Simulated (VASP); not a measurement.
Here is a VASP 6.6.1 calculation.

Contents of POSCAR:

```
Sc
1.0
   -1.8400000000      1.8400000000      1.8400000000
    1.8400000000     -1.8400000000      1.8400000000
    1.8400000000      1.8400000000     -1.8400000000
Sc
1
Direct
    0.0000000000      0.0000000000      0.0000000000
```

File INCAR.step1:

```
SYSTEM = Sc
ALGO = Normal
EDIFF = 1E-5
EDIFFG = -0.005
ENCUT = 550
GGA = PE
GGA_COMPAT = .False.
IBRION = 2
ISIF = 3
ISMEAR = 0
LASPH = .True.
LCHARG = .False.
LREAL = .False.
LWAVE = .True.
NELM = 120
NELMIN = 4
NSW = 100
PREC = Accurate
SIGMA = 0.1
```

The input INCAR.step2:

```
SYSTEM = Sc
ALGO = Normal
EDIFF = 1E-7
EDIFFG = -0.01
ENCUT = 550
GGA_COMPAT = .False.
IBRION = 2
ISIF = 3
ISMEAR = 0
ISTART = 1
LASPH = .True.
LCHARG = .False.
LMIXTAU = .True.
LREAL = .False.
LWAVE = .False.
METAGGA = R2SCAN
NELM = 120
NELMIN = 4
NSW = 60
PREC = Accurate
PSTRESS = 50.0
SIGMA = 0.1
```

File KPOINTS:

```
k-points
0
Gamma
  9 9 9
  0 0 0
```

Potentials or basis: VASP PAW PBE potentials, release 64 (Sc_sv).

The run is started by

```sh
$ cat potpaw_PBE.64/Sc_sv/POTCAR > POTCAR
$ cp INCAR.step1 INCAR
$ mpirun -np 1 vasp_std > vasp.out
$ cp INCAR.step2 INCAR
$ mpirun -np 1 vasp_std > vasp.out
```

(1) Estimate the relaxed cell.

(2) What does it give for the space group after relaxing (to 0.1 Å)?

(3) Estimate the relaxed volume.

## Answers

(1) a = 3.113 Å, b = 3.113 Å, c = 3.113 Å, α = 109.47°, β = 109.47°, γ = 109.47°.

(2) Im-3m (No. 229).

(3) 23.22 Å³/atom.

Caveat: the cell is relaxed towards a set pressure, so the run minimises the enthalpy, not the energy; the PAW data sets were made with another functional, which shifts forces and pressure a little.
